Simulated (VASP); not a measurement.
# GaN (F-43m) in VASP: further runs

The runs below take GaN through single point, with BLYP+D4, SVWN5, LDA, PBEsol+D3(BJ).

Program: VASP 6.6.1. These are calculated values, not measurements. Logs are shortened: lines on timing, memory, paths and dates and some standing lists are left out, and cuts for length are marked.

## Step 1: The cell of the first run

It takes space group F-43m (No. 216, cubic). Conventional cell: a = 4.500 Å, b = 4.500 Å, c = 4.500 Å, α = 90.00°, β = 90.00°, γ = 90.00°. Within 2.6 Å of Ga (site symmetry -43m) lie 4 N at 1.95 Å. N (site symmetry -43m) has 4 Ga at 1.95 Å within 2.6 Å.

## Step 2: Single point, BLYP+D4

The input, INCAR:

```
PREC = Accurate
ENCUT = 520
EDIFF = 1E-6
ISMEAR = -1
SIGMA = 0.05
LREAL = F
LASPH = T
NELM = 100
ALGO = Normal
ISIF = 2
LWAVE = F
LCHARG = F
GGA = B5
ALDAX = 1.0
AGGAX = 1.0
AGGAC = 1.0
ALDAC = 0.0
IVDW = 13
VDW_S6 = 1.0
VDW_S8 = 2.34076671
VDW_A1 = 0.44488865
VDW_A2 = 4.0933009
NBANDS = 16
```

The input, KPOINTS:

```
regular mesh
0
Gamma
  10 10 10
```

The input, POSCAR:

```
GaN
1.0
    0.0000000000      2.2497573733      2.2497573733
    2.2497573733      0.0000000000      2.2497573733
    2.2497573733      2.2497573733      0.0000000000
Ga N
1 1
Direct
    0.0000000000      0.0000000000      0.0000000000
    0.2500000000      0.2500000000      0.2500000000
```

Potentials or basis: VASP PAW PBE potentials, release 64 (Ga_d, N).

Command:

```bash
cat potpaw_PBE.64/Ga_d/POTCAR potpaw_PBE.64/N/POTCAR > POTCAR
mpirun -np 1 vasp_std > vasp.out
```

OUTCAR:

```text
PREC = Accurate
   ENCUT = 520
   EDIFF = 1E-6
   ISMEAR = -1
   LREAL = F
   LASPH = T
   NELM = 100
   ISIF = 2
   GGA = B5
   IVDW = 13

 ion  position               nearest neighbor table
   1  0.000  0.000  0.000-   2 1.95   2 1.95   2 1.95   2 1.95
   2  0.250  0.250  0.250-   1 1.95   1 1.95   1 1.95   1 1.95

  LATTYP: Found a face centered cubic cell.
 ALAT       =     4.4995147466

  Lattice vectors:

 A1 = (   0.0000000000,   2.2497573733,   2.2497573733)
 A2 = (   2.2497573733,   0.0000000000,   2.2497573733)
 A3 = (   2.2497573733,   2.2497573733,   0.0000000000)

Analysis of symmetry for initial positions (statically):
=====================================================================
 Subroutine PRICEL returns:
 Original cell was already a primitive cell.

 Routine SETGRP: Setting up the symmetry group for a
 face centered cubic supercell.

 Subroutine GETGRP returns: Found 24 space group operations
 (whereof 24 operations were pure point group operations)
 out of a pool of 48 trial point group operations.

The static configuration has the point symmetry T_d .

Analysis of symmetry for dynamics (positions and initial velocities):
=====================================================================
 Subroutine PRICEL returns:
 Original cell was already a primitive cell.

 Routine SETGRP: Setting up the symmetry group for a
 face centered cubic supercell.

 Subroutine GETGRP returns: Found 24 space group operations
 (whereof 24 operations were pure point group operations)
 out of a pool of 48 trial point group operations.

The dynamic configuration has the point symmetry T_d .

 Subroutine INISYM returns: Found 24 space group operations
 (whereof 24 operations are pure point group operations),
 and found     1 'primitive' translations

----------------------------------------------------------------------------------------

                                     Primitive cell

  volume of cell :      22.7739

  direct lattice vectors                    reciprocal lattice vectors
     0.000000000  2.249757373  2.249757373    -0.222246188  0.222246188  0.222246188
     2.249757373  0.000000000  2.249757373     0.222246188 -0.222246188  0.222246188
     2.249757373  2.249757373  0.000000000     0.222246188  0.222246188 -0.222246188

  length of vectors
     3.181637389  3.181637389  3.181637389     0.384941689  0.384941689  0.384941689

[... 78 lines left out ...]
   ENCUT  =  520.0 eV  38.22 Ry    6.18 a.u.   5.92  5.92  5.92*2*pi/ulx,y,z
   NELM   =    100;   NELMIN=  2; NELMDL= -5     # of ELM steps
   EDIFF  = 0.1E-05   stopping-criterion for ELM
   LREAL  =      F    real-space projection
   EDIFFG = 0.1E-04   stopping-criterion for IOM
   NSW    =      0    number of steps for IOM
   IBRION =     -1    ionic relax: 0-MD 1-quasi-New 2-CG
   NFREE  =      0    steps in history (QN), initial steepest desc. (CG)
   ISIF   =      2    stress and relaxation
   ISYM   =      2    0-nonsym 1-usesym 2-fastsym
   POTIM  = 0.5000    time-step for ionic-motion
   TEBEG  =    0.0;   TEEND  =   0.0 temperature during run
   PSTRESS=    0.0 pullay stress
   NELECT =      18.0000    total number of electrons
   NUPDOWN=      -1.0000    fix difference up-down
   EMIN   =  10.00;   EMAX   =-10.00  energy-range for DOS
   EFERMI =   0.00;   METHOD = LEGACY
   ISMEAR =    -1;   SIGMA  =   0.05  broadening in eV -4-tet -1-fermi 0-gaus
   EFERMI_NEDOS =   21; number of points for ismear=-14 and -15
   IALGO  =     38    algorithm
   IMIX   =      4    mixing-type and parameters
     AMIX     =   0.40;   BMIX     =  1.00
     AMIX_MAG =   1.60;   BMIX_MAG =  1.00
  volume/ion in A,a.u.               =      11.39        76.84
  Fermi-wavevector in a.u.,A,eV,Ry     =   1.513631  2.860348 31.172015  2.291078
  Thomas-Fermi vector in A             =   2.623396
   LORBIT       =      0    0 simple, 1 ext, 2 COOP (PROOUT), +10 PAW based schemes
   GGA     = B5    functional components
   LHFCALC =     F    Hartree Fock is set to
   AEXX    =    0.0000 exact exchange contribution
   IVDW    =    13    specifies the selected vdW correction
   LEPSILON=     F    determine dielectric tensor
   LRPA    =     F    only Hartree local field effects (RPA)
 non-spin polarized calculation
  energy-cutoff  :      520.00
  volume of cell :       22.77
 maximum number of plane-waves:       622
   NGX = 11   NGY = 11   NGZ = 11

 number of electron      18.0000008 magnetization

 Free energy of the ion-electron system (eV)
  ---------------------------------------------------
  ext. energy  EPLUGINS =         0.00000000
  ---------------------------------------------------
  free energy    TOTEN  =       -10.95170241 eV

  energy without entropy =      -10.95170241  energy(sigma->0) =      -10.95170241

 E-fermi :   6.7473     XC(G=0): -11.1304

 val. band max:        5.7356796539   @ k =   0.0000   0.0000   0.0000
 cond. band min:       7.5799563184   @ k =   0.0000   0.0000   0.0000
 fundamental gap:      1.8442766645
 Fermi energy:         6.7472714476

 k-point     1 :       0.0000    0.0000    0.0000
  band No.  band energies     occupation
      1     -10.1534      2.00000
      2      -7.8133      2.00000
      3      -7.8133      2.00000
      4      -7.8133      2.00000
      5      -7.4944      2.00000
      6      -7.4944      2.00000
[... 433 lines left out ...]
      3      -7.5887      2.00000
      4      -7.5885      2.00000
      5      -7.4337      2.00000
      6      -6.5025      2.00000
[... 8 lines left out ...]
     15      28.3241      0.00000
     16      28.3475      0.00000

 [... further k-points ...]

------------------------ aborting loop because EDIFF is reached ----------------------------------------

  DFT-D4 for vdW energy calculation

  Edisp (eV):   -1.53716

  FORCE on cell =-STRESS in cart. coord.  units (eV):
  Direction    XX          YY          ZZ          XY          YZ          ZX
  --------------------------------------------------------------------------------------
  -------------------------------------------------------------------------------------
  Total       0.20907     0.20907     0.20907     0.00000     0.00000     0.00000
  in kB      14.70829    14.70829    14.70829     0.00000     0.00000     0.00000
  external pressure =       14.71 kB  Pullay stress =        0.00 kB

 VOLUME and BASIS-vectors are now :
 -----------------------------------------------------------------------------
  energy-cutoff  :      520.00
  volume of cell :       22.77
      direct lattice vectors                 reciprocal lattice vectors
     0.000000000  2.249757373  2.249757373    -0.222246188  0.222246188  0.222246188
     2.249757373  0.000000000  2.249757373     0.222246188 -0.222246188  0.222246188
     2.249757373  2.249757373  0.000000000     0.222246188  0.222246188 -0.222246188

 POSITION                                       TOTAL-FORCE (eV/Angst)
 -----------------------------------------------------------------------------------
      0.00000      0.00000      0.00000        -0.000000     -0.000000     -0.000000
      1.12488      1.12488      1.12488         0.000000      0.000000      0.000000
 -----------------------------------------------------------------------------------
    total drift:                                0.000004      0.000004      0.000004

  FREE ENERGIE OF THE ION-ELECTRON SYSTEM (eV)
  ---------------------------------------------------
  free  energy   TOTEN  =       -12.4888644121 eV

  energy  without entropy=      -12.4888644120  energy(sigma->0) =      -12.48886441
```

OSZICAR:

```text
N       E                     dE             d eps       ncg     rms          rms(c)
DAV:   1     0.818154310333E+02    0.81815E+02   -0.92146E+03  1680   0.200E+03
DAV:   2    -0.742019252829E+01   -0.89236E+02   -0.83735E+02  1688   0.328E+02
DAV:   3    -0.133251974394E+02   -0.59050E+01   -0.58819E+01  1784   0.715E+01
DAV:   4    -0.133932079778E+02   -0.68011E-01   -0.68003E-01  1880   0.821E+00
DAV:   5    -0.133941462363E+02   -0.93826E-03   -0.93825E-03  1800   0.877E-01    0.856E+00
DAV:   6    -0.109532362214E+02    0.24409E+01   -0.61592E+00  2280   0.441E+01    0.269E+00
DAV:   7    -0.109631311382E+02   -0.98949E-02   -0.39518E-01  1672   0.770E+00    0.179E+00
DAV:   8    -0.109571979417E+02    0.59332E-02   -0.77778E-02  1832   0.382E+00    0.922E-01
DAV:   9    -0.109514148658E+02    0.57831E-02   -0.17618E-02  2320   0.300E+00    0.250E-01
DAV:  10    -0.109518151248E+02   -0.40026E-03   -0.16191E-03  1688   0.523E-01    0.105E-01
DAV:  11    -0.109516999083E+02    0.11522E-03   -0.33217E-04  2368   0.332E-01    0.647E-03
DAV:  12    -0.109517027084E+02   -0.28001E-05   -0.35141E-05  1720   0.515E-02    0.417E-03
DAV:  13    -0.109517024054E+02    0.30301E-06   -0.44467E-07  1408   0.747E-03
   1 F= -.12488864E+02 E0= -.12488864E+02  d E =-.124934E-09
```

stdout:

```text
POSCAR found type information on POSCAR GaN
 POSCAR found :  2 types and       2 ions
 scaLAPACK will be used
 -----------------------------------------------------------------------------
|                                                                             |
|                                                                             |
|     You enforced a specific xc type in the INCAR file but a different       |
|     I HOPE YOU KNOW WHAT YOU ARE DOING!                                     |
|                                                                             |
 -----------------------------------------------------------------------------

 LDA part: xc-table for (Slater(with rela. corr.)+VWN5), standard interpolation
 POSCAR, INCAR and KPOINTS ok, starting setup
 FFT: planning ... GRIDC
 FFT: planning ... GRID_SOFT
 FFT: planning ... GRID
 WAVECAR not read
 entering main loop
```

Run time: 40 s. Hardware: 1 thread of Intel Xeon 6975P-C, shared host; peak memory 0.15 GiB.

What came out:

| Item | Value |
| --- | --- |
| Free energy | -12.4889 eV |
| Pressure | 1.5 GPa |
| Band gap on the k mesh | 1.84 eV, direct |
| Dispersion energy per atom | -0.769 eV |

Caveat: the PAW data sets were made with another functional, which shifts forces and pressure a little.

## Step 3: Single point, SVWN5

This run uses another cell than the first one, of 11.44 Å³/atom, 1.005 times its volume.

The input, INCAR:

```
PREC     = Accurate       # precision mode
ENCUT    = 520            # plane-wave cutoff, eV
EDIFF    = 1E-7           # SCF threshold, eV
ISMEAR   = -1             # smearing method
SIGMA    = 0.05           # smearing width, eV
LREAL    = False          # projectors in reciprocal space
LASPH    = True           # aspherical terms in the spheres
NELM     = 60             # most SCF steps
ALGO     = Normal         # electronic algorithm
ISIF     = 2              # what is computed and relaxed
LWAVE    = False          # write WAVECAR
LCHARG   = False          # write CHGCAR
GGA      = VW             # functional
NBANDS   = 16             # bands
```

KPOINTS is that of step 2.

The input, POSCAR:

```
GaN
1.0
    0.0000000000      2.2535006075      2.2535006075
    2.2535006075      0.0000000000      2.2535006075
    2.2535006075      2.2535006075      0.0000000000
Ga N
1 1
Direct
    0.0000000000      0.0000000000      0.0000000000
    0.2500000000      0.2500000000      0.2500000000
```

Potentials or basis: VASP PAW PBE potentials, release 64 (Ga_d, N).

Command:

```bash
cat potpaw_PBE.64/Ga_d/POTCAR potpaw_PBE.64/N/POTCAR > POTCAR
mpirun -np 1 vasp_std > vasp.out
```

Run time: 26 s. Hardware: 1 thread of Intel Xeon 6975P-C, shared host; peak memory 0.13 GiB.

Results (log left out):

* Free energy: -13.8952 eV
* Pressure: -6.4 GPa
* Band gap on the k mesh: 1.73 eV, direct

Levels at points of the mesh, in eV from the valence-band top:
```csv
k point,band 7,band 8,band 9,band 10,band 11,band 12
"(0.00, 0.00, 0.00)",0.00,0.00,0.00,1.73,10.12,10.12
"(0.50, 0.00, 0.00)",-7.13,-0.98,-0.98,4.53,8.59,10.22
"(0.50, 0.50, 0.00)",-6.21,-2.74,-2.74,3.26,6.48,11.50
```

Caveat: the PAW data sets were made with another functional, which shifts forces and pressure a little.

## Step 4: Single point, LDA

This run uses another cell than the first one, of 11.21 Å³/atom, 0.985 times its volume.

The input, INCAR:

```
SYSTEM = GaN
PREC = Accurate
ENCUT = 520
EDIFF = 1E-7
ISMEAR = -1
SIGMA = 0.05
LREAL = .False.
LASPH = .True.
NELM = 80
ALGO = Normal
ISIF = 2
LWAVE = .False.
LCHARG = .False.
GGA = CA
NBANDS = 16
```

The input, KPOINTS:

```
regular mesh
0
Gamma
  10 10 10
  0 0 0
```

The input, POSCAR:

```
GaN
1.0
    0.0000000000      2.2383759866      2.2383759866
    2.2383759866      0.0000000000      2.2383759866
    2.2383759866      2.2383759866      0.0000000000
Ga N
1 1
Direct
    0.0000000000      0.0000000000      0.0000000000
    0.2500000000      0.2500000000      0.2500000000
```

Potentials or basis: VASP PAW LDA potentials, release 64 (Ga_d, N).

Command:

```bash
cat potpaw_LDA.64/Ga_d/POTCAR potpaw_LDA.64/N/POTCAR > POTCAR
mpirun -np 1 vasp_std > vasp.out
```

It took 25 s on 1 thread of Intel Xeon 6975P-C, shared host; peak memory 0.14 GiB.

The run converged. Its results:

- Free energy: -13.9433 eV
- Pressure: -1.8 GPa
- Band gap on the k mesh: 1.88 eV, direct

Levels at points of the mesh, in eV from the valence-band top:
| k point | band 7 | band 8 | band 9 | band 10 | band 11 | band 12 |
| --- | --- | --- | --- | --- | --- | --- |
| (0.00, 0.00, 0.00) | 0.00 | 0.00 | 0.00 | 1.88 | 10.24 | 10.24 |
| (0.50, 0.00, 0.00) | -7.25 | -1.00 | -1.00 | 4.68 | 8.70 | 10.31 |
| (0.50, 0.50, 0.00) | -6.29 | -2.80 | -2.80 | 3.25 | 6.60 | 11.65 |

(Part 1 of 2 ends here.)
